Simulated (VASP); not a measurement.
Runs of VASP 6.6.1 on O. The structure is that of space group Fd-3m (No. 227), or close to it. The cells are those of the table. 

| cell | gap on the mesh (eV) | pressure (GPa) |
| --- | --- | --- |
| a = 3.090, b = 3.090, c = 3.033 Å, angles 60.6, 60.6, 58.8°, 2 atoms | none | -0.8 |
| a = 3.070 Å, angles 60.0°, 2 atoms | none | -0.6 |
| a = 3.111, b = 3.111, c = 2.997 Å, angles 61.2, 61.2, 57.6°, 2 atoms | none | (a) |
| a = 3.052, b = 3.052, c = 3.109 Å, angles 59.4, 59.4, 61.3°, 2 atoms | none | -0.8 |

Alike in all rows: task single point; level PBEsol; potentials or basis VASP PAW PBE potentials, release 64 (O); no spin polarisation; k mesh 7 × 7 × 7; cutoff (eV) 600; smearing fermi-dirac 0.05 eV.

Question: Fill in the values left out.

Answer: (a) -1.2.

Caveats: the PAW data sets were made with another functional, which shifts forces and pressure a little.

A gap of «none» marks levels without a gap at the run's occupations.
